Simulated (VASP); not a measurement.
# W (Fm-3m) in VASP: further runs

Runs on W. Level: PBE. Tasks: single point.

All numbers are computed with VASP 6.6.1; they aren't measurements. Logs are shortened: lines on timing, memory, paths and dates and some standing lists are left out, and cuts for length are marked.

## (1) The cell of the first run

The structure is cubic, space group Fm-3m (No. 225). The conventional cell has a = 3.983 Å, b = 3.983 Å, c = 3.983 Å, α = 90.00°, β = 90.00°, γ = 90.00°. W (site symmetry m-3m) has 12 W at 2.82 Å within 3.7 Å.

## (2) Single point, PBE (volume scaled by 0.96)

Input file INCAR:

```
SYSTEM = W
PREC = Accurate
ENCUT = 520
EDIFF = 1E-6
ISMEAR = -1
SIGMA = 0.1
LREAL = .FALSE.
LASPH = .TRUE.
NELM = 100
ALGO = Normal
ISIF = 2
LWAVE = .FALSE.
LCHARG = .FALSE.
GGA = PE
NBANDS = 13
```

Input file KPOINTS:

```
regular mesh
0
G
  22 22 22
  0 0 0
```

Input file POSCAR:

```
W
1.0
    0.0000000000      1.9917247784      1.9917247784
    1.9917247784      0.0000000000      1.9917247784
    1.9917247784      1.9917247784      0.0000000000
W
1
Direct
    0.0000000000      0.0000000000      0.0000000000
```

Potentials or basis: VASP PAW PBE potentials, release 64 (W_sv).

Launch:

```bash
> cat potpaw_PBE.64/W_sv/POTCAR > POTCAR
> mpirun -np 1 vasp_std > vasp.out
```

OUTCAR:

```text
SYSTEM = W
   PREC = Accurate
   ENCUT = 520
   EDIFF = 1E-6
   ISMEAR = -1
   LREAL = .FALSE.
   LASPH = .TRUE.
   NELM = 100
   ISIF = 2
   GGA = PE

 ion  position               nearest neighbor table
   1  0.000  0.000  0.000-

  LATTYP: Found a face centered cubic cell.
 ALAT       =     3.9834495568

  Lattice vectors:

 A1 = (   0.0000000000,   1.9917247784,   1.9917247784)
 A2 = (   1.9917247784,   0.0000000000,   1.9917247784)
 A3 = (   1.9917247784,   1.9917247784,   0.0000000000)

Analysis of symmetry for initial positions (statically):
=====================================================================
 Subroutine PRICEL returns:
 Original cell was already a primitive cell.

 Routine SETGRP: Setting up the symmetry group for a
 face centered cubic supercell.

 Subroutine GETGRP returns: Found 48 space group operations
 (whereof 48 operations were pure point group operations)
 out of a pool of 48 trial point group operations.

The static configuration has the point symmetry O_h .

Analysis of symmetry for dynamics (positions and initial velocities):
=====================================================================
 Subroutine PRICEL returns:
 Original cell was already a primitive cell.

 Routine SETGRP: Setting up the symmetry group for a
 face centered cubic supercell.

 Subroutine GETGRP returns: Found 48 space group operations
 (whereof 48 operations were pure point group operations)
 out of a pool of 48 trial point group operations.

The dynamic configuration has the point symmetry O_h .

 Subroutine INISYM returns: Found 48 space group operations
 (whereof 48 operations are pure point group operations),
 and found     1 'primitive' translations

----------------------------------------------------------------------------------------

                                     Primitive cell

  volume of cell :      15.8022

  direct lattice vectors                    reciprocal lattice vectors
     0.000000000  1.991724778  1.991724778    -0.251038700  0.251038700  0.251038700
     1.991724778  0.000000000  1.991724778     0.251038700 -0.251038700  0.251038700
     1.991724778  1.991724778  0.000000000     0.251038700  0.251038700 -0.251038700

  length of vectors
     2.816724194  2.816724194  2.816724194     0.434811784  0.434811784  0.434811784

  position of ions in fractional coordinates (direct lattice)
     0.000000000  0.000000000  0.000000000

  ion indices of the primitive-cell ions
   primitive index   ion index
[... 76 lines left out ...]
   NSW    =      0    number of steps for IOM
   IBRION =     -1    ionic relax: 0-MD 1-quasi-New 2-CG
   NFREE  =      0    steps in history (QN), initial steepest desc. (CG)
   ISIF   =      2    stress and relaxation
   ISYM   =      2    0-nonsym 1-usesym 2-fastsym
   POTIM  = 0.5000    time-step for ionic-motion
   TEBEG  =    0.0;   TEEND  =   0.0 temperature during run
   PSTRESS=    0.0 pullay stress
   NELECT =      14.0000    total number of electrons
   NUPDOWN=      -1.0000    fix difference up-down
   EMIN   =  10.00;   EMAX   =-10.00  energy-range for DOS
   EFERMI =   0.00;   METHOD = LEGACY
   ISMEAR =    -1;   SIGMA  =   0.10  broadening in eV -4-tet -1-fermi 0-gaus
   EFERMI_NEDOS =   21; number of points for ismear=-14 and -15
   IALGO  =     38    algorithm
   IMIX   =      4    mixing-type and parameters
     AMIX     =   0.40;   BMIX     =  1.00
     AMIX_MAG =   1.60;   BMIX_MAG =  1.00
  volume/ion in A,a.u.               =      15.80       106.64
  Fermi-wavevector in a.u.,A,eV,Ry     =   1.572334  2.971281 33.636796  2.472235
  Thomas-Fermi vector in A             =   2.673784
   LORBIT       =      0    0 simple, 1 ext, 2 COOP (PROOUT), +10 PAW based schemes
   GGA     = PE    functional components
[... 5 lines left out ...]
 non-spin polarized calculation
  energy-cutoff  :      520.00
  volume of cell :       15.80
 maximum number of plane-waves:       444
 NGX is ok and might be reduce to    24
   NGX = 11   NGY = 11   NGZ = 11

 number of electron      13.9999999 magnetization

 Free energy of the ion-electron system (eV)
  ---------------------------------------------------
  ext. energy  EPLUGINS =         0.00000000
  ---------------------------------------------------
  free energy    TOTEN  =       -12.46513049 eV

  energy without entropy =      -12.42724958  energy(sigma->0) =      -12.44619003

 E-fermi :  11.0286     XC(G=0): -13.6471

 val. band max:       11.0220086504   @ k =   0.4545   0.1364   0.0000
 cond. band min:      11.0303566782   @ k =   0.5000   0.3182   0.0000
 fundamental gap:      0.0083480278
 Fermi energy:        11.0285904182

 k-point     1 :       0.0000    0.0000    0.0000
  band No.  band energies     occupation
      1     -62.5796      2.00000
      2     -26.1594      2.00000
      3     -26.1594      2.00000
      4     -26.1594      2.00000
      5       1.8274      2.00000
      6      10.4124      1.99579
      7      10.4124      1.99579
      8      10.4124      1.99579
      9      13.7124      0.00000
     10      13.7124      0.00000
     11      23.8469      0.00000
     12      29.2561      0.00000
     13      29.2561      0.00000
[... 354 lines left out ...]
  band No.  band energies     occupation
      1     -62.4534      2.00000
      2     -27.4414      2.00000
      3     -26.3536      2.00000
      4     -26.3328      2.00000
      5       5.2901      2.00000
      6      10.0624      1.99987
      7      10.2514      1.99916
      8      11.5547      0.01032
      9      16.1368      0.00000
     10      16.5467      0.00000
     11      21.8721      0.00000
     12      23.8333      0.00000
     13      30.0378      0.00000

 [... further k-points ...]

------------------------ aborting loop because EDIFF is reached ----------------------------------------

  FORCE on cell =-STRESS in cart. coord.  units (eV):
  Direction    XX          YY          ZZ          XY          YZ          ZX
  --------------------------------------------------------------------------------------
  -------------------------------------------------------------------------------------
  Total        1.2833162      1.2833162      1.2833162      0.0000000      0.0000000     -0.0000000
  in kB      130.1146731    130.1146731    130.1146731      0.0000000      0.0000000     -0.0000000
  external PRESSURE =     130.1146731 kB  Pullay stress =       0.0000000 kB

 VOLUME and BASIS-vectors are now :
 -----------------------------------------------------------------------------
  energy-cutoff  :      520.00
  volume of cell :       15.80
      direct lattice vectors                 reciprocal lattice vectors
     0.000000000  1.991724778  1.991724778    -0.251038700  0.251038700  0.251038700
     1.991724778  0.000000000  1.991724778     0.251038700 -0.251038700  0.251038700
     1.991724778  1.991724778  0.000000000     0.251038700  0.251038700 -0.251038700

 POSITION                                       TOTAL-FORCE (eV/Angst)
 -----------------------------------------------------------------------------------
      0.00000      0.00000      0.00000        -0.000000     -0.000000     -0.000000
 -----------------------------------------------------------------------------------
    total drift:                               -0.000000      0.000000     -0.000000

  FREE ENERGIE OF THE ION-ELECTRON SYSTEM (eV)
  ---------------------------------------------------
  free  energy   TOTEN  =       -12.4651304909 eV

  energy  without entropy=      -12.4272495773  energy(sigma->0) =      -12.44619003
```

stdout:

```text
POSCAR found type information on POSCAR W
 POSCAR found :  1 types and       1 ions
 scaLAPACK will be used
 LDA part: xc-table for (Slater+PW92), standard interpolation
 POSCAR, INCAR and KPOINTS ok, starting setup
 FFT: planning ... GRIDC
 FFT: planning ... GRID_SOFT
 FFT: planning ... GRID
 WAVECAR not read
 entering main loop
```

Run time: 29 s. Hardware: 1 thread of Intel Xeon Platinum 8488C (Sapphire Rapids), shared host; peak memory 0.19 GiB.

What came out:

- Free energy: -12.4651 eV
- Pressure: 13.0 GPa
- Band gap on the k mesh: zero (band 7 reaches 14.29 eV, above the bottom of band 8 at 10.41 eV)

Levels at points of the mesh, in eV from the Fermi level:
| k point | band 5 | band 6 | band 7 | band 8 | band 9 | band 10 |
| --- | --- | --- | --- | --- | --- | --- |
| (0.00, 0.00, 0.00) | -9.20 | -0.62 | -0.62 | -0.62 | 2.68 | 2.68 |
| (0.50, 0.00, 0.00) | -5.82 | -0.86 | -0.86 | 0.74 | 5.30 | 5.30 |
| (0.50, 0.50, 0.00) | -5.77 | -4.77 | 3.26 | 5.27 | 6.08 | 6.08 |

Caveat: the cell differs from its parent crystal (volume scaled by 0.96); spin-orbit coupling is left out, which moves the levels of the heavy elements.

## (3) Single point, PBE

This run uses another cell than the first one, of 16.46 Å³/atom, 1.042 times its volume.

Input file INCAR:

```
  ALGO = Normal
  EDIFF = 1E-6
  ENCUT = 520
  GGA = PE
  ISIF = 2
  ISMEAR = -1
  LASPH = True
  LCHARG = True
  LELF = True
  LREAL = False
  LVHAR = True
  LWAVE = False
  NBANDS = 13
  NELM = 100
  PREC = Accurate
  SIGMA = 0.1
```

Input file KPOINTS:

```
k-points
0
Gamma
  22 22 22
```

Input file POSCAR:

```
W
1.0
    0.0000000000      2.0190120703      2.0190120703
    2.0190120703      0.0000000000      2.0190120703
    2.0190120703      2.0190120703      0.0000000000
W
1
Direct
    0.0000000000      0.0000000000      0.0000000000
```

Potentials or basis: VASP PAW PBE potentials, release 64 (W_sv).

Launch:

```bash
> cat potpaw_PBE.64/W_sv/POTCAR > POTCAR
> mpirun -np 1 vasp_std > vasp.out
```

Wall time 32 s (1 thread of Intel Xeon Platinum 8488C (Sapphire Rapids), shared host); peak memory 0.19 GiB.

The run converged. Its results:

```yaml
Free_energy: -12.4921 eV
Pressure: 0.3 GPa
Band_gap_on_the_k_mesh: zero (band 7 reaches 13.48 eV, above the bottom of band 8 at 9.90 eV)
```

Levels at points of the mesh, in eV from the Fermi level:
| k point | band 4 | band 5 | band 6 | band 7 | band 8 | band 9 | band 10 | band 11 |
| --- | --- | --- | --- | --- | --- | --- | --- | --- |
| (0.00, 0.00, 0.00) | -37.33 | -8.99 | -0.57 | -0.57 | -0.57 | 2.54 | 2.54 | 12.77 |
| (0.50, 0.00, 0.00) | -37.48 | -5.60 | -0.79 | -0.79 | 0.61 | 5.01 | 5.01 | 10.23 |
| (0.50, 0.50, 0.00) | -37.74 | -5.48 | -4.51 | 3.01 | 4.97 | 5.73 | 5.73 | 11.70 |

Caveat: spin-orbit coupling is left out, which moves the levels of the heavy elements.

(Part 1 of 2 ends here.)
